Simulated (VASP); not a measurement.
Crystal: Ga2As3.

```
Ga As
1.0
    -1.90000    5.60000    2.65000
     1.90000   -5.60000    2.65000
     1.90000    5.60000   -2.65000
Ga As
2 3
Direct
  0.33333 0.00000 0.33333
  0.66667 0.00000 0.66667
  0.41667 0.25000 0.16667
  0.08333 0.25000 0.83333
  0.75000 0.25000 0.50000
```

This cell differs from its parent crystal: atoms taken out.

| Quantity | Value |
| --- | --- |
| Program | VASP 6.6.1 |
| Task | relaxation of cell and atoms |
| Functional | PBE |
| Potentials or basis | VASP PAW PBE potentials, release 64 (Ga_d, As) |
| Cutoff | 600 eV |
| k mesh | 5 × 5 × 5 |
| Occupations | gaussian, width 0.2 eV |
| Spin | no spin polarisation |

At the start: pressure 12.8 GPa; volume 22.56 Å³/atom.

**Question.** Where does the relaxation end?

**Answer.** Over 21 steps the energy falls by 319.0 meV/atom and the volume is 22.74 Å³/atom (+0.8 %); space group Imm2 (No. 44, to 0.1 Å) before and after.

Step by step:
```
step  energy change (eV)  largest force (eV/Å)  pressure (GPa)  volume (Å³)
   1              0.0000                2.5160           12.80       112.78
   2             -0.7368                0.3148           -4.31       144.81
   3             -0.9144                0.5527           -0.71       133.21
   4             -0.9143                0.5721           -0.57       132.78
   5             -0.9734                0.5848           -0.70       131.54
   6             -1.1185                0.8132           -0.89       127.81
   7             -1.2518                1.2793           -0.30       120.25
   8             -1.2717                1.2628           -0.33       119.87
   9             -1.3266                1.2100           -0.42       118.72
  10             -1.4083                1.0989           -0.36       116.44
  11             -1.4104                0.9012            0.94       111.93
  12             -1.4397                1.0031            0.08       114.31
  13             -1.4752                0.8754           -0.15       114.58
  14             -1.5509                0.5072           -0.69       115.35
  15             -1.5573                0.2711           -1.13       116.83
  16             -1.5792                0.1651           -1.01       116.13
  17             -1.5850                0.1470           -0.62       115.32
  18             -1.5898                0.1239           -0.04       114.12
  19             -1.5904                0.1180            0.22       113.58
  20             -1.5922                0.1031            0.16       113.60
  21             -1.5952                0.0570            0.01       113.69
```

Final structure:
```
Ga As
1.0
    -1.95934    5.24046    2.76805
     1.95934   -5.24046    2.76805
     1.95934    5.24046   -2.76805
Ga As
2 3
Cartesian
  1.9593 -1.6396 2.7334
  1.9593 1.6396 2.7334
  0.0000 1.3834 1.1811
  1.9593 3.8570 -1.5870
  0.0000 5.2405 1.8593
```

Caveat: the cell differs from its parent crystal (atoms taken out); the relaxation stopped at a loose force limit of 0.08 eV/Å, so its end isn't a converged minimum.
